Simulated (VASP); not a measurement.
# TaSi6 (Pm-3m) in VASP: notebook, part 2 of 2

VASP 6.6.1.

## (3) Relaxation of cell and atoms, PBE

This run uses another cell than the first one, of 25.92 Å³/atom.

INCAR

```
SYSTEM = TaSi6
PREC = Accurate
ENCUT = 600
EDIFF = 1E-6
ISMEAR = 0
SIGMA = 0.1
LREAL = .False.
LASPH = .True.
NELM = 80
ALGO = Normal
ISIF = 3
LWAVE = .False.
LCHARG = .False.
GGA = PE
IBRION = 2
NSW = 100
EDIFFG = -0.01
```

KPOINTS

```
Automatic mesh
0
Gamma
  8 8 8
  0 0 0
```

POSCAR

```
TaSi6
1.0
    5.6609960323      0.0000000000      0.0000000000
    0.0000000000      5.6609960323      0.0000000000
    0.0000000000      0.0000000000      5.6609960323
Ta Si
1 6
Direct
    0.0000000000      0.0000000000      0.0000000000
    0.1982464914      0.5000000000      0.5000000000
    0.5000000000      0.1982464914      0.5000000000
    0.8017535086      0.5000000000      0.5000000000
    0.5000000000      0.8017535086      0.5000000000
    0.5000000000      0.5000000000      0.1982464914
    0.5000000000      0.5000000000      0.8017535086
```

Potentials or basis: VASP PAW PBE potentials, release 64 (Ta_pv, Si).

Run with:

```
> cat potpaw_PBE.64/Ta_pv/POTCAR potpaw_PBE.64/Si/POTCAR > POTCAR
> mpirun -np 1 vasp_std > vasp.out
```

OUTCAR:

```text
SYSTEM = TaSi6
   PREC = Accurate
   ENCUT = 600
   EDIFF = 1E-6
   ISMEAR = 0
   LREAL = .False.
   LASPH = .True.
   NELM = 80
   ISIF = 3
   GGA = PE
   IBRION = 2
   NSW = 100
   EDIFFG = -0.01

 ion  position               nearest neighbor table
   1  0.000  0.000  0.000-
   2  0.198  0.500  0.500-   4 2.24   3 2.42   5 2.42   6 2.42   7 2.42
   3  0.500  0.198  0.500-   5 2.24   4 2.42   2 2.42   6 2.42   7 2.42
   4  0.802  0.500  0.500-   2 2.24   3 2.42   5 2.42   6 2.42   7 2.42
   5  0.500  0.802  0.500-   3 2.24   2 2.42   4 2.42   6 2.42   7 2.42
   6  0.500  0.500  0.198-   7 2.24   3 2.42   4 2.42   5 2.42   2 2.42
   7  0.500  0.500  0.802-   6 2.24   3 2.42   4 2.42   5 2.42   2 2.42

  LATTYP: Found a simple cubic cell.
 ALAT       =     5.6609960323

  Lattice vectors:

 A1 = (   5.6609960323,   0.0000000000,   0.0000000000)
 A2 = (   0.0000000000,   5.6609960323,   0.0000000000)
 A3 = (   0.0000000000,   0.0000000000,   5.6609960323)

Analysis of symmetry for initial positions (statically):
=====================================================================
 Subroutine PRICEL returns:
 Original cell was already a primitive cell.

 Routine SETGRP: Setting up the symmetry group for a
[... 183 lines left out ...]

  FORCE on cell =-STRESS in cart. coord.  units (eV):
  Direction    XX          YY          ZZ          XY          YZ          ZX
  --------------------------------------------------------------------------------------
  -------------------------------------------------------------------------------------
  Total        1.6999528      1.6999528      1.6999528      0.0000000     -0.0000000      0.0000000
  in kB       15.0130491     15.0130491     15.0130491      0.0000000     -0.0000000      0.0000000
  external PRESSURE =      15.0130491 kB  Pullay stress =       0.0000000 kB
[... 192 lines left out ...]
--------------------------------------- Ionic step        6  -------------------------------------------

 number of electron      34.9999997 magnetization

 Free energy of the ion-electron system (eV)
  ---------------------------------------------------
  ext. energy  EPLUGINS =         0.00000000
  ---------------------------------------------------
  free energy    TOTEN  =       -31.89948265 eV

  energy without entropy =      -31.83654370  energy(sigma->0) =      -31.86801318

 E-fermi :   3.6171     XC(G=0):  -8.5772

 val. band max:        3.6107966257   @ k =   0.1250   0.1250   0.1250
 cond. band min:       3.6278278288   @ k =   0.5000   0.5000   0.2500
 fundamental gap:      0.0170312030
 Fermi energy:         3.6170996996

 k-point     1 :       0.0000    0.0000    0.0000
  band No.  band energies     occupation
      1     -32.4042      2.00000
      2     -32.4042      2.00000
      3     -32.4042      2.00000
      4      -9.5738      2.00000
      5      -4.1681      2.00000
      6      -4.1681      2.00000
[... 565 lines left out ...]
     20       3.8437      0.00135
     21       4.0162      0.00000

 [... further k-points ...]
[... 5 lines left out ...]
  --------------------------------------------------------------------------------------
  -------------------------------------------------------------------------------------
  Total        0.0317738      0.0317738      0.0317738      0.0000000      0.0000000     -0.0000000
  in kB        0.2687533      0.2687533      0.2687533      0.0000000      0.0000000     -0.0000000
  external PRESSURE =       0.2687533 kB  Pullay stress =       0.0000000 kB
[... 22 lines left out ...]
  FREE ENERGIE OF THE ION-ELECTRON SYSTEM (eV)
  ---------------------------------------------------
  free  energy   TOTEN  =       -31.8994826528 eV

  energy  without entropy=      -31.8365437008  energy(sigma->0) =      -31.86801318

 reached required accuracy - stopping structural energy minimisation
```

CONTCAR:

```text
TaSi6
   1.00000000000000
     5.7430410305315931   -0.0000000000000000    0.0000000000000000
     0.0000000000000000    5.7430410305315931    0.0000000000000000
    -0.0000000000000000   -0.0000000000000000    5.7430410305315931
  Ta              Si
     1     6
Direct
     0.0000000000000000    0.0000000000000000    1.0000000000000000
     0.2007847119315234    0.5000000000000000    0.5000000000000000
     0.5000000000000000    0.2007847119315235    0.5000000000000000
     0.7992152880684765    0.5000000000000000    0.5000000000000000
     0.5000000000000000    0.7992152880684765    0.5000000000000000
     0.5000000000000000    0.5000000000000000    0.2007847119315234
     0.5000000000000000    0.5000000000000000    0.7992152880684765

  0.00000000E+00  0.00000000E+00  0.00000000E+00
  0.00000000E+00  0.00000000E+00  0.00000000E+00
  0.00000000E+00  0.00000000E+00  0.00000000E+00
  0.00000000E+00  0.00000000E+00  0.00000000E+00
  0.00000000E+00  0.00000000E+00  0.00000000E+00
  0.00000000E+00  0.00000000E+00  0.00000000E+00
  0.00000000E+00  0.00000000E+00  0.00000000E+00
```

It took 7.7 min on 1 thread of AMD EPYC 9R45 (Zen 5), shared host; peak memory 0.41 GiB.

Results:

```yaml
Free_energy: -31.8995 eV
Relaxed_volume: 27.06 Å³/atom
Relaxed_cell: a = 5.743 Å, b = 5.743 Å, c = 5.743 Å, α = 90.00°, β = 90.00°, γ = 90.00°
Space_group_after_relaxing_to_0.1_Å: Pm-3m (No. 221)
Energy_gained_by_relaxing: 7.0 meV/atom
Ionic_steps: 6
Pressure_after_relaxing: 0.0 GPa
Largest_force_after_relaxing: 0.005 eV/Å
Band_gap_on_the_k_mesh: zero (an odd number of electrons rules out a gap without spin polarisation)
```

Forces on the atoms (eV/Å):
```
Ta   0.000  0.000  0.000
Si   0.005  0.000  0.000
Si   0.000  0.005  0.000
Si  -0.005  0.000  0.000
Si   0.000 -0.005  0.000
Si   0.000  0.000  0.005
Si   0.000  0.000 -0.005
```

Step by step:
```tsv
step	energy change (eV)	largest force (eV/Å)	pressure (GPa)	volume (Å³)
1	0.0000	0.2556	1.50	181.42
2	-0.0469	0.0274	0.32	187.87
3	-0.0488	0.0231	0.03	189.46
4	-0.0487	0.0181	0.07	189.30
5	-0.0488	0.0226	-0.01	189.52
6	-0.0488	0.0048	0.03	189.42
```

Final structure:
```cif
data_structure
_symmetry_space_group_name_H-M 'P 1'
_symmetry_Int_Tables_number 1
_cell_length_a 5.7430
_cell_length_b 5.7430
_cell_length_c 5.7430
_cell_angle_alpha 90.000
_cell_angle_beta 90.000
_cell_angle_gamma 90.000
_cell_volume 189.42
loop_
_atom_site_label
_atom_site_type_symbol
_atom_site_fract_x
_atom_site_fract_y
_atom_site_fract_z
_atom_site_occupancy
Ta1 Ta 0.00000 0.00000 0.00000 1
Si1 Si 0.20078 0.50000 0.50000 1
Si2 Si 0.50000 0.20078 0.50000 1
Si3 Si 0.79922 0.50000 0.50000 1
Si4 Si 0.50000 0.79922 0.50000 1
Si5 Si 0.50000 0.50000 0.20078 1
Si6 Si 0.50000 0.50000 0.79922 1
```

Caveat: spin-orbit coupling is left out, which moves the levels of the heavy elements.
